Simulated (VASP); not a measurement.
# TaTlO3 (P4mm) in VASP: single point with LDA

Aim: the single point of TaTlO3 with LDA.

All numbers are computed with VASP 6.6.1; they aren't measurements. Logs are shortened: lines on timing, memory, paths and dates and some standing lists are left out, and cuts for length are marked.

## Step 1: The cell of the first run

The structure is tetragonal, space group P4mm (No. 99). Conventional cell: a = 4.083 Å, b = 4.083 Å, c = 4.083 Å, α = 90.00°, β = 90.00°, γ = 90.00°. Within 1.9 Å of Ta (site symmetry 4mm) lie 1 O at 1.44 Å. Tl (site symmetry 4mm) has 12 O at 2.89 to 2.95 Å and 8 Ta at 3.54 Å within 3.8 Å. Within 1.9 Å of O (site symmetry 4mm) lie 1 Ta at 1.44 Å. Within 2.7 Å of O (site symmetry 2mm) lie 2 Ta at 2.04 Å and 2 O at 2.50 Å.

## Step 2: Single point, LDA (atom 3 (O) moved by (+0.000, -0.600) A along [1 1 0] and z)

Input file INCAR:

```
PREC = Accurate
ENCUT = 520
EDIFF = 1E-6
ISMEAR = 0
SIGMA = 0.05
LREAL = False
LASPH = True
NELM = 100
ALGO = Normal
ISIF = 2
LWAVE = False
LCHARG = True
LELF = True
LVHAR = True
NBANDS = 29
```

Input file KPOINTS:

```
regular mesh
0
Gamma
  8 8 8
```

Input file POSCAR:

```
TaTlO3
1.0
    4.0828480000      0.0000000000      0.0000000000
    0.0000000000      4.0828480000      0.0000000000
    0.0000000000      0.0000000000      4.0828480000
Ta Tl O
1 1 3
Direct
    0.5000000000      0.5000000000      0.5000000000
    0.0000000000      0.0000000000      0.0000000000
    0.5000000000      0.5000000000     -0.1469562423
    0.5000000000      0.0000000000      0.5000000000
    0.0000000000      0.5000000000      0.5000000000
```

Potentials or basis: VASP PAW LDA potentials, release 64 (Ta_pv, Tl_d, O).

Launch:

```sh
$ cat potpaw_LDA.64/Ta_pv/POTCAR potpaw_LDA.64/Tl_d/POTCAR potpaw_LDA.64/O/POTCAR > POTCAR
$ mpirun -np 1 vasp_std > vasp.out
```

OUTCAR:

```text
PREC = Accurate
   ENCUT = 520
   EDIFF = 1E-6
   ISMEAR = 0
   LREAL = False
   LASPH = True
   NELM = 100
   ISIF = 2

 ion  position               nearest neighbor table
   1  0.500  0.500  0.500-   3 1.44   4 2.04   5 2.04   4 2.04   5 2.04   3 2.64   2 3.54   2 3.54
                             2 3.54   2 3.54   2 3.54   2 3.54   2 3.54   2 3.54
   2  0.000  0.000  0.000-   4 2.89   5 2.89   4 2.89   5 2.89   5 2.89   5 2.89   4 2.89   4 2.89
                             3 2.95   3 2.95   3 2.95   3 2.95   1 3.54   1 3.54   1 3.54   1 3.54
   3  0.500  0.500  0.853-   1 1.44   1 2.64   2 2.95   2 2.95   2 2.95   2 2.95
   4  0.500  0.000  0.500-   1 2.04   1 2.04   2 2.89   2 2.89   2 2.89   2 2.89
   5  0.000  0.500  0.500-   1 2.04   1 2.04   2 2.89   2 2.89   2 2.89   2 2.89

  LATTYP: Found a simple cubic cell.
 ALAT       =     4.0828480000

  Lattice vectors:

 A1 = (   4.0828480000,   0.0000000000,   0.0000000000)
 A2 = (   0.0000000000,   4.0828480000,   0.0000000000)
 A3 = (   0.0000000000,   0.0000000000,   4.0828480000)

Analysis of symmetry for initial positions (statically):
=====================================================================
 Subroutine PRICEL returns:
 Original cell was already a primitive cell.

 Routine SETGRP: Setting up the symmetry group for a
 simple cubic supercell.

 Subroutine GETGRP returns: Found  8 space group operations
 (whereof  8 operations were pure point group operations)
 out of a pool of 48 trial point group operations.

The static configuration has the point symmetry C_4v.

Analysis of symmetry for dynamics (positions and initial velocities):
=====================================================================
 Subroutine PRICEL returns:
 Original cell was already a primitive cell.

 Routine SETGRP: Setting up the symmetry group for a
 simple cubic supercell.

 Subroutine GETGRP returns: Found  8 space group operations
 (whereof  8 operations were pure point group operations)
 out of a pool of 48 trial point group operations.

The dynamic configuration has the point symmetry C_4v.

 Subroutine INISYM returns: Found  8 space group operations
 (whereof  8 operations are pure point group operations),
 and found     1 'primitive' translations

----------------------------------------------------------------------------------------

                                     Primitive cell

  volume of cell :      68.0596

  direct lattice vectors                    reciprocal lattice vectors
     4.082848000  0.000000000  0.000000000     0.244927071  0.000000000  0.000000000
     0.000000000  4.082848000  0.000000000     0.000000000  0.244927071  0.000000000
     0.000000000  0.000000000  4.082848000     0.000000000  0.000000000  0.244927071

  length of vectors
[... 96 lines left out ...]
   POTIM  = 0.5000    time-step for ionic-motion
   TEBEG  =    0.0;   TEEND  =   0.0 temperature during run
   PSTRESS=    0.0 pullay stress
   NELECT =      42.0000    total number of electrons
   NUPDOWN=      -1.0000    fix difference up-down
   EMIN   =  10.00;   EMAX   =-10.00  energy-range for DOS
   EFERMI =   0.00;   METHOD = LEGACY
   ISMEAR =     0;   SIGMA  =   0.05  broadening in eV -4-tet -1-fermi 0-gaus
   EFERMI_NEDOS =   21; number of points for ismear=-14 and -15
   IALGO  =     38    algorithm
   IMIX   =      4    mixing-type and parameters
     AMIX     =   0.40;   BMIX     =  1.00
     AMIX_MAG =   1.60;   BMIX_MAG =  1.00
  volume/ion in A,a.u.               =      13.61        91.86
  Fermi-wavevector in a.u.,A,eV,Ry     =   1.393782  2.633865 26.431046  1.942627
  Thomas-Fermi vector in A             =   2.517394
   LORBIT       =      0    0 simple, 1 ext, 2 COOP (PROOUT), +10 PAW based schemes
   GGA     = CA    functional components
   LHFCALC =     F    Hartree Fock is set to
   AEXX    =    0.0000 exact exchange contribution
   IVDW    =     0    specifies the selected vdW correction
   LEPSILON=     F    determine dielectric tensor
   LRPA    =     F    only Hartree local field effects (RPA)
 non-spin polarized calculation
 Gauss-broadening in eV      SIGMA  =   0.05
  energy-cutoff  :      520.00
  volume of cell :       68.06
 maximum number of plane-waves:      1856
   NGX = 15   NGY = 15   NGZ = 15

 number of electron      41.9999978 magnetization

 Free energy of the ion-electron system (eV)
  ---------------------------------------------------
  ext. energy  EPLUGINS =         0.00000000
  ---------------------------------------------------
  free energy    TOTEN  =       -38.73682848 eV

  energy without entropy =      -38.73682848  energy(sigma->0) =      -38.73682848

 E-fermi :   5.0835     XC(G=0): -11.6040

 val. band max:        4.8681764244   @ k =   0.0000   0.0000   0.5000
 cond. band min:       6.0648645194   @ k =   0.0000   0.0000   0.5000
 fundamental gap:      1.1966880950
 Fermi energy:         5.0834942272

 k-point     1 :       0.0000    0.0000    0.0000
  band No.  band energies     occupation
      1     -32.3521      2.00000
      2     -29.5860      2.00000
      3     -29.5860      2.00000
      4     -13.5673      2.00000
      5     -12.8893      2.00000
      6     -12.5260      2.00000
[... 757 lines left out ...]
     28      11.3807      0.00000
     29      13.9665      0.00000

 [... further k-points ...]

------------------------ aborting loop because EDIFF is reached ----------------------------------------

  FORCE on cell =-STRESS in cart. coord.  units (eV):
  Direction    XX          YY          ZZ          XY          YZ          ZX
  --------------------------------------------------------------------------------------
  -------------------------------------------------------------------------------------
  Total       -0.3189505     -0.3189505     53.1417243      0.0000000      0.0000000      0.0000000
  in kB       -7.5083459     -7.5083459   1250.9979229      0.0000000      0.0000000      0.0000000
  external PRESSURE =     411.9937437 kB  Pullay stress =       0.0000000 kB

 VOLUME and BASIS-vectors are now :
 -----------------------------------------------------------------------------
  energy-cutoff  :      520.00
  volume of cell :       68.06
      direct lattice vectors                 reciprocal lattice vectors
     4.082848000  0.000000000  0.000000000     0.244927071  0.000000000  0.000000000
     0.000000000  4.082848000  0.000000000     0.000000000  0.244927071  0.000000000
     0.000000000  0.000000000  4.082848000     0.000000000  0.000000000  0.244927071

 POSITION                                       TOTAL-FORCE (eV/Angst)
 -----------------------------------------------------------------------------------
      2.04142      2.04142      2.04142         0.000000     -0.000000    -34.035807
      0.00000      0.00000      0.00000         0.000000      0.000000      0.021008
      2.04142      2.04142      3.48285         0.000000     -0.000000     36.803779
      2.04142      0.00000      2.04142        -0.000000      0.000000     -1.394490
      0.00000      2.04142      2.04142         0.000000      0.000000     -1.394490
 -----------------------------------------------------------------------------------
    total drift:                                0.000000      0.000000      0.001155

  FREE ENERGIE OF THE ION-ELECTRON SYSTEM (eV)
  ---------------------------------------------------
  free  energy   TOTEN  =       -38.7368284764 eV

  energy  without entropy=      -38.7368284764  energy(sigma->0) =      -38.73682848
```

It took 1.8 min on 1 thread of Intel Xeon Platinum 8259CL at 2.50GHz (Skylake/Cascade Lake), shared host; peak memory 0.25 GiB.

What came out:

* Free energy: -38.7368 eV
* Pressure: 41.2 GPa
* Largest force: 36.804 eV/Å
* Band gap on the k mesh: 1.20 eV

Forces in eV/Å, atoms in the order of the input:
```
Ta    0.000   0.000 -34.036
Tl    0.000   0.000   0.021
O     0.000   0.000  36.804
O     0.000   0.000  -1.394
O     0.000   0.000  -1.394
```

Levels at points of the mesh, in eV from the valence-band top:
```
           k point  band 17  band 18  band 19  band 20  band 21  band 22  band 23  band 24  band 25  band 26
(0.00, 0.00, 0.00)    -3.45    -3.40    -2.22    -1.99    -1.99     1.21     2.87     2.87     5.38     6.16
(0.50, 0.00, 0.00)    -3.86    -2.73    -2.43    -2.37    -0.75     2.33     3.34     3.62     4.90     6.24
(0.00, 0.00, 0.50)    -3.15    -2.30    -1.84    -1.84     0.00     1.20     2.79     4.84     4.84     5.43
(0.50, 0.50, 0.00)    -3.57    -2.40    -2.40    -1.12    -1.06     2.18     2.18     5.03     5.49     5.63
(0.00, 0.50, 0.50)    -3.42    -3.24    -3.15    -2.76    -0.90     3.73     4.64     4.91     5.25     5.33
(0.50, 0.50, 0.50)    -5.88    -3.74    -2.11    -2.11    -1.17     4.82     4.82     4.95     6.28     6.28
```

Caveat: the cell differs from its parent crystal (atom 3 (O) moved by (+0.000, -0.600) A along [1 1 0] and z); atoms lie so close that the PAW spheres overlap strongly, which falsifies energies and pressures; the stress differs along the axes, from -1 to 125 GPa; spin-orbit coupling is left out, which moves the levels of the heavy elements; forces of over 1 eV/Å act on the atoms, so gaps and moduli don't describe the material at rest. A k mesh can miss the band edges.
